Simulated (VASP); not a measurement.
Wanted: the native input for a VASP 6.6.1 run.

```
Task                   : single point
Functional             : PBE
Potentials or basis    : VASP PAW PBE potentials, release 64 (Ta_sv_GW, N)
Cutoff                 : 700 eV
k mesh                 : 18 × 18 × 8
Occupations            : gaussian, width 0.1 eV
Spin                   : no spin polarisation
Dipole correction      : no
Further INCAR settings : ALGO = Normal; EDIFF = 1e-06; NBANDS = 26
```

The structure of TaN lies in POSCAR:

```
TaN
1.0
    3.2336900230      0.0000000000      0.0000000000
   -1.6168450115      2.8004577079      0.0000000000
    0.0000000000      0.0000000000      6.1480495297
Ta N
2 2
Direct
    0.3333333333      0.6666666667      0.0294383097
    0.6666666667      0.3333333333      0.5294383097
    0.3333333333      0.6666666667      0.3555616903
    0.6666666667      0.3333333333      0.8555616903
```

One way to write it, as run:

INCAR

```
PREC = Accurate ; ENCUT = 700
EDIFF = 1E-6 ; ISMEAR = 0
SIGMA = 0.1 ; LREAL = F
LASPH = T ; NELM = 120
ALGO = Normal ; ISIF = 2
LWAVE = F ; LCHARG = F
GGA = PE ; NBANDS = 26
GGA_COMPAT = F
```

KPOINTS

```
Automatic mesh
0
Gamma
  18 18 8
```

Potentials or basis: VASP PAW PBE potentials, release 64 (Ta_sv_GW, N).

Run with:

```console
$ cat potpaw_PBE.64/Ta_sv_GW/POTCAR potpaw_PBE.64/N/POTCAR > POTCAR
$ mpirun -np 1 vasp_std > vasp.out
```

Results of the run:

```yaml
Pressure: -12.5 GPa
Largest_force: 0.003 eV/Å
Band_gap_on_the_k_mesh: zero (bands 18 and 19 overlap by 0.47 eV)
```

Caveat: the cell stands under tension; spin-orbit coupling is left out, which moves the levels of the heavy elements.

It took 11 min on 1 thread of Intel(R) Xeon(R) Platinum 8375C CPU @ 2.90GHz (Ice Lake), on a shared host, peak memory 0.47 GiB.
